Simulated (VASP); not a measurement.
# ZnO (P6_3/mmc) in VASP: settings compared, part 2 of 2

VASP 6.6.1. The steps go on from the part before.

### Step 4. Single point, LDA (16.36 Å³/atom)

This run uses another cell than the first one, of 16.36 Å³/atom.

Input file INCAR:

```
SYSTEM = ZnO
PREC = Accurate
ENCUT = 520
EDIFF = 1E-6
ISMEAR = -1
SIGMA = 0.05
LREAL = .FALSE.
LASPH = .TRUE.
NELM = 100
ALGO = Normal
ISIF = 2
LWAVE = .FALSE.
LCHARG = .TRUE.
GGA = CA
LELF = .TRUE.
LVHAR = .TRUE.
NBANDS = 26
```

Input file KPOINTS:

```
Automatic mesh
0
G
  9 9 4
  0 0 0
```

Input file POSCAR:

```
ZnO
1.0
    3.2658996001      0.0000000000      0.0000000000
   -1.6329498000      2.8283520199      0.0000000000
    0.0000000000      0.0000000000      7.0825845970
Zn O
2 2
Direct
    0.0000000000      0.0000000000      0.2500000000
    0.0000000000      0.0000000000      0.7500000000
    0.6666666667      0.3333333333      0.7500000000
    0.3333333333      0.6666666667      0.2500000000
```

Potentials or basis: VASP PAW LDA potentials, release 64 (Zn, O).

Command:

```sh
$ cat potpaw_LDA.64/Zn/POTCAR potpaw_LDA.64/O/POTCAR > POTCAR
$ mpirun -np 1 vasp_std > vasp.out
```

OUTCAR:

```text
SYSTEM = ZnO
   PREC = Accurate
   ENCUT = 520
   EDIFF = 1E-6
   ISMEAR = -1
   LREAL = .FALSE.
   LASPH = .TRUE.
   NELM = 100
   ISIF = 2
   GGA = CA

 ion  position               nearest neighbor table
   1  0.000  0.000  0.250-   4 1.89   4 1.89   4 1.89
   2  0.000  0.000  0.750-   3 1.89   3 1.89   3 1.89
   3  0.667  0.333  0.750-   2 1.89   2 1.89   2 1.89
   4  0.333  0.667  0.250-   1 1.89   1 1.89   1 1.89

  LATTYP: Found a hexagonal cell.
 ALAT       =     3.2658996001
 C/A-ratio  =     2.1686473757

  Lattice vectors:

 A1 = (   3.2658996001,   0.0000000000,   0.0000000000)
 A2 = (  -1.6329498000,   2.8283520199,   0.0000000000)
 A3 = (   0.0000000000,   0.0000000000,   7.0825845970)

Analysis of symmetry for initial positions (statically):
=====================================================================
 Subroutine PRICEL returns:
 Original cell was already a primitive cell.

 Routine SETGRP: Setting up the symmetry group for a
 hexagonal supercell.

 Subroutine GETGRP returns: Found 24 space group operations
 (whereof 12 operations were pure point group operations)
 out of a pool of 24 trial point group operations.

The static configuration has the point symmetry D_3d.
 The point group associated with its full space group is D_6h.

Analysis of symmetry for dynamics (positions and initial velocities):
=====================================================================
 Subroutine PRICEL returns:
 Original cell was already a primitive cell.

 Routine SETGRP: Setting up the symmetry group for a
 hexagonal supercell.

 Subroutine GETGRP returns: Found 24 space group operations
 (whereof 12 operations were pure point group operations)
 out of a pool of 24 trial point group operations.

[... 112 lines left out ...]
   ISYM   =      2    0-nonsym 1-usesym 2-fastsym
   POTIM  = 0.5000    time-step for ionic-motion
   TEBEG  =    0.0;   TEEND  =   0.0 temperature during run
   PSTRESS=    0.0 pullay stress
   NELECT =      36.0000    total number of electrons
   NUPDOWN=      -1.0000    fix difference up-down
   EMIN   =  10.00;   EMAX   =-10.00  energy-range for DOS
   EFERMI =   0.00;   METHOD = LEGACY
   ISMEAR =    -1;   SIGMA  =   0.05  broadening in eV -4-tet -1-fermi 0-gaus
   EFERMI_NEDOS =   21; number of points for ismear=-14 and -15
   IALGO  =     38    algorithm
   IMIX   =      4    mixing-type and parameters
     AMIX     =   0.40;   BMIX     =  1.00
     AMIX_MAG =   1.60;   BMIX_MAG =  1.00
  volume/ion in A,a.u.               =      16.36       110.37
  Fermi-wavevector in a.u.,A,eV,Ry     =   1.341528  2.535120 24.486358  1.799697
  Thomas-Fermi vector in A             =   2.469754
   LORBIT       =      0    0 simple, 1 ext, 2 COOP (PROOUT), +10 PAW based schemes
   GGA     = CA    functional components
   LHFCALC =     F    Hartree Fock is set to
   AEXX    =    0.0000 exact exchange contribution
   IVDW    =     0    specifies the selected vdW correction
   LEPSILON=     F    determine dielectric tensor
   LRPA    =     F    only Hartree local field effects (RPA)
 non-spin polarized calculation
  energy-cutoff  :      520.00
  volume of cell :       65.42
 maximum number of plane-waves:      1794
   NGX = 13   NGY = 13   NGZ = 27

 number of electron      36.0000029 magnetization

 Free energy of the ion-electron system (eV)
  ---------------------------------------------------
  ext. energy  EPLUGINS =         0.00000000
  ---------------------------------------------------
  free energy    TOTEN  =       -19.81519832 eV

  energy without entropy =      -19.81518773  energy(sigma->0) =      -19.81519303

 E-fermi :  -0.5470     XC(G=0):  -9.6088

 val. band max:       -0.9950436844   @ k =   0.0000   0.0000   0.0000
 cond. band min:      -0.2354471789   @ k =   0.0000   0.0000   0.0000
 fundamental gap:      0.7595965055
 Fermi energy:        -0.5470381046

 k-point     1 :       0.0000    0.0000    0.0000
  band No.  band energies     occupation
      1     -18.2888      2.00000
      2     -18.1964      2.00000
      3      -7.2817      2.00000
      4      -7.2817      2.00000
      5      -7.2663      2.00000
      6      -7.2663      2.00000
[... 685 lines left out ...]
     25       8.6543      0.00000
     26       9.2829      0.00000

 [... further k-points ...]
[... 5 lines left out ...]
  --------------------------------------------------------------------------------------
  -------------------------------------------------------------------------------------
  Total       -3.1611000     -3.1611000     -0.7550709     -0.0000000     -0.0000000      0.0000000
  in kB      -77.4142217    -77.4142217    -18.4914208     -0.0000000     -0.0000000      0.0000000
  external PRESSURE =     -57.7732881 kB  Pullay stress =       0.0000000 kB

 VOLUME and BASIS-vectors are now :
 -----------------------------------------------------------------------------
  energy-cutoff  :      520.00
  volume of cell :       65.42
      direct lattice vectors                 reciprocal lattice vectors
     3.265899600  0.000000000  0.000000000     0.306194348  0.176781389  0.000000000
    -1.632949800  2.828352020  0.000000000     0.000000000  0.353562779  0.000000000
     0.000000000  0.000000000  7.082584597     0.000000000  0.000000000  0.141191395

 POSITION                                       TOTAL-FORCE (eV/Angst)
 -----------------------------------------------------------------------------------
      0.00000      0.00000      1.77065         0.000000      0.000000     -0.000000
      0.00000      0.00000      5.31194         0.000000      0.000000      0.000000
      1.63295      0.94278      5.31194         0.000000     -0.000000     -0.000000
     -0.00000      1.88557      1.77065        -0.000000      0.000000      0.000000
 -----------------------------------------------------------------------------------
    total drift:                               -0.000000      0.000000      0.000000

  FREE ENERGIE OF THE ION-ELECTRON SYSTEM (eV)
  ---------------------------------------------------
  free  energy   TOTEN  =       -19.8151983230 eV

  energy  without entropy=      -19.8151877312  energy(sigma->0) =      -19.81519303
```

stdout:

```text
POSCAR found type information on POSCAR ZnO
 POSCAR found :  2 types and       4 ions
 scaLAPACK will be used
 LDA part: xc-table for (Slater(with rela. corr.)+CA(PZ))
 , standard interpolation
 POSCAR, INCAR and KPOINTS ok, starting setup
 FFT: planning ... GRIDC
 FFT: planning ... GRID_SOFT
 FFT: planning ... GRID
 WAVECAR not read
 entering main loop
```

Run time: 82 s. Hardware: 1 thread of Intel Xeon 8259CL, shared host; peak memory 0.18 GiB.

Results:

| Property | Result |
| --- | --- |
| Free energy | -19.8152 eV |
| Pressure | -5.8 GPa |
| Band gap on the k mesh | 0.76 eV |

Stress tensor (GPa, compression positive):
```
-7.74  0.00  0.00
 0.00 -7.74  0.00
 0.00  0.00 -1.85
```

Levels at points of the mesh, in eV from the valence-band top:
```csv
k point,band 16,band 17,band 18,band 19,band 20,band 21
"(0.00, 0.00, 0.00)",-0.01,0.00,0.00,0.76,3.38,5.06
"(0.00, 0.00, 0.50)",0.00,0.00,0.00,1.91,1.91,7.18
```

Caveat: the cell stands under tension; an odd mesh through Γ misses points on the zone boundary, where band edges can lie.

### Step 5. Single point, LDA (16.69 Å³/atom)

This run uses another cell than the first one, of 16.69 Å³/atom.

Input file INCAR:

```
  ALGO = Normal
  EDIFF = 1E-6
  ENCUT = 520
  ISIF = 2
  ISMEAR = -1
  LASPH = T
  LCHARG = F
  LREAL = F
  LWAVE = F
  NBANDS = 26
  NELM = 100
  PREC = Accurate
  SIGMA = 0.05
```

Input file KPOINTS:

```
k-points
0
Gamma
  9 9 4
```

Input file POSCAR:

```
ZnO
1.0
    3.2879671587      0.0000000000      0.0000000000
   -1.6439835793      2.8474630862      0.0000000000
    0.0000000000      0.0000000000      7.1304413500
Zn O
2 2
Direct
    0.0000000000      0.0000000000      0.2500000000
    0.0000000000      0.0000000000      0.7500000000
    0.6666666667      0.3333333333      0.7500000000
    0.3333333333      0.6666666667      0.2500000000
```

Command:

```sh
$ cat potpaw_LDA.64/Zn/POTCAR potpaw_LDA.64/O/POTCAR > POTCAR
$ mpirun -np 1 vasp_std > vasp.out
```

It took 78 s on 1 thread of Intel Xeon 8259CL, shared host; peak memory 0.19 GiB.

It converged, with:

- Free energy: -19.7609 eV
- Pressure: -7.4 GPa
- Band gap on the k mesh: 0.76 eV

Stress tensor (GPa, compression positive):
```
-10.23   0.00   0.00
  0.00 -10.23   0.00
  0.00   0.00  -1.82
```

Levels at points of the mesh, in eV from the valence-band top:
```csv
k point,band 14,band 15,band 16,band 17,band 18,band 19,band 20,band 21,band 22,band 23
"(0.00, 0.00, 0.00)",-1.69,-0.01,-0.01,0.00,0.00,0.76,3.31,5.07,10.81,10.91
"(0.00, 0.00, 0.50)",-2.53,0.00,0.00,0.00,0.00,1.89,1.89,7.14,7.14,13.00
```

Caveat: the cell stands under tension; an odd mesh through Γ misses points on the zone boundary, where band edges can lie.

### Step 6. Single point, LDA (17.02 Å³/atom)

This run uses another cell than the first one, of 17.02 Å³/atom.

Input file INCAR:

```
  PREC = Accurate
  ENCUT = 520
  EDIFF = 1E-6
  ISMEAR = -1
  SIGMA = 0.05
  LREAL = False
  LASPH = True
  NELM = 100
  ALGO = Normal
  ISIF = 2
  LWAVE = False
  LCHARG = False
  NBANDS = 26
```

Input file KPOINTS:

```
Automatic mesh
0
Gamma
  9 9 4
```

Input file POSCAR:

```
ZnO
1.0
    3.3097424102      0.0000000000      0.0000000000
   -1.6548712051      2.8663210072      0.0000000000
    0.0000000000      0.0000000000      7.1776641921
Zn O
2 2
Direct
    0.0000000000      0.0000000000      0.2500000000
    0.0000000000      0.0000000000      0.7500000000
    0.6666666667      0.3333333333      0.7500000000
    0.3333333333      0.6666666667      0.2500000000
```

Potentials or basis: VASP PAW LDA potentials, release 64 (Zn, O).

Command:

```sh
$ cat potpaw_LDA.64/Zn/POTCAR potpaw_LDA.64/O/POTCAR > POTCAR
$ mpirun -np 1 vasp_std > vasp.out
```

Wall time 2 min (1 thread of Intel Xeon 8259CL, shared host); peak memory 0.19 GiB.

It converged, with:

```
Free energy            : -19.6936 eV
Pressure               : -8.9 GPa
Band gap on the k mesh : 0.76 eV
```

Stress tensor (GPa, compression positive):
```
-12.43   0.00   0.00
  0.00 -12.43   0.00
  0.00   0.00  -1.79
```

Levels at points of the mesh, in eV from the valence-band top:
```tsv
k point	band 16	band 17	band 18	band 19	band 20	band 21
(0.00, 0.00, 0.00)	-0.01	0.00	0.00	0.76	3.23	5.08
(0.00, 0.00, 0.50)	0.00	0.00	0.00	1.86	1.86	7.10
```

Caveat: the cell stands under tension; an odd mesh through Γ misses points on the zone boundary, where band edges can lie.

### Step 7. The runs side by side

| level | potentials or basis | cell | gap on the mesh (eV) | pressure (GPa) |
| --- | --- | --- | --- | --- |
| PBEsol | VASP PAW PBE potentials, release 64 (Zn, O) | a = 3.221, b = 3.221, c = 6.985 Å, angles 90.0, 90.0, 120.0°, 4 atoms | 0.74 | 2.1 |
| PBEsol | VASP PAW PBE potentials, release 64 (Zn, O) | a = 3.244, b = 3.244, c = 7.034 Å, angles 90.0, 90.0, 120.0°, 4 atoms | 0.75 | -0.1 |
| LDA | VASP PAW LDA potentials, release 64 (Zn, O) | a = 3.266, b = 3.266, c = 7.083 Å, angles 90.0, 90.0, 120.0°, 4 atoms | 0.76 | -5.8 |
| LDA | VASP PAW LDA potentials, release 64 (Zn, O) | a = 3.288, b = 3.288, c = 7.130 Å, angles 90.0, 90.0, 120.0°, 4 atoms | 0.76 | -7.4 |
| LDA | VASP PAW LDA potentials, release 64 (Zn, O) | a = 3.310, b = 3.310, c = 7.178 Å, angles 90.0, 90.0, 120.0°, 4 atoms | 0.76 | -8.9 |

Alike in all rows: task single point; no spin polarisation; k mesh 9 × 9 × 4; cutoff (eV) 520; smearing fermi-dirac 0.05 eV.

Caveats: an odd mesh through Γ misses points on the zone boundary, where band edges can lie; the cell stands under tension (at least some runs); the PAW data sets were made with another functional, which shifts forces and pressure a little (at least some runs).

Absolute energies hang on the potentials; compare differences alone.
